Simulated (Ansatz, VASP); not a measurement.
# Two plane-wave programs on InH3

File INCAR:

```
  PREC = Accurate
  ENCUT = 600
  EDIFF = 1E-7
  ISMEAR = 0
  SIGMA = 0.1
  LREAL = F
  LASPH = T
  NELM = 60
  ALGO = Normal
  ISIF = 3
  LWAVE = F
  LCHARG = F
  GGA = PE
  IBRION = 2
  NSW = 90
  EDIFFG = -0.04
```

KPOINTS

```
Automatic mesh
0
Gamma
  6 6 4
```

POSCAR

```
InH3
1.0
    3.5143807100      0.0000000000      0.0000000000
   -1.7571903600      3.0435429800      0.0000000000
    0.0000000000      0.0000000000      5.4296460200
In H
1 3
Direct
    0.0000000000      0.0000000000      0.0000000000
    0.5000000000      0.0000000000      0.5000000000
    0.0000000000      0.5000000000      0.5000000000
    0.5000000000      0.5000000000      0.5000000000
```

Input for Ansatz:

```yaml
crystal:
  lattice:
    - [3.51438071, 0.0, 0.0]
    - [-1.75719036, 3.04354298, 0.0]
    - [0.0, 0.0, 5.42964602]
  atoms:
    - { symbol: In, position: [0.0, 0.0, 0.0] }
    - { symbol: H, position: [0.5, 0.0, 0.5] }
    - { symbol: H, position: [0.0, 0.5, 0.5] }
    - { symbol: H, position: [0.5, 0.5, 0.5] }
basis:
  ecutwfc: 420
kpoints:
  mp_grid: { grid: [6, 6, 4] }
hamiltonian:
  xc: pbe
scf:
  occupations: { method: gaussian, width: 0.1 }
  lower_state_search: "off"
output:
  forces: true
  stress: true
  eigenvalues: true
relax:
  adjacent_minimum: "off"
  f_tol: 0.04
  max_steps: 70
  cell: { stress_tol: 0.4 }
```

Alike in both runs: task relaxation of cell and atoms; functional PBE; k mesh 6 × 6 × 4; occupations gaussian, width 0.1 eV; no spin polarisation.

|  | VASP | Ansatz |
| --- | --- | --- |
| version | VASP 6.6.1 | Ansatz 0.2.0 |
| potentials or method | VASP PAW PBE potentials, release 64 (In_d, H), cutoff 600 eV | scalar-relativistic, plane waves, PAW |
| valence electrons in the cell | 16 | 16 |

Ansatz gave:

```
gap on the k mesh at the Fermi level, each at its own relaxed structure (eV) : none
relaxed volume (Å³/atom)                                                     : 9.77
relaxed cell length with the largest relative difference (Å)                 : 5.314
```

Problem. What did VASP give for the same quantities?

Solution. gap on the k mesh at the Fermi level, each at its own relaxed structure (eV): none; relaxed volume (Å³/atom): 9.65; relaxed cell length with the largest relative difference (Å): 5.260.

A gap of «none» marks a metal or a gap that the smearing closes.

Noted on VASP's run: the volume moved by over 15 % at a fixed basis, so the end points are rough.
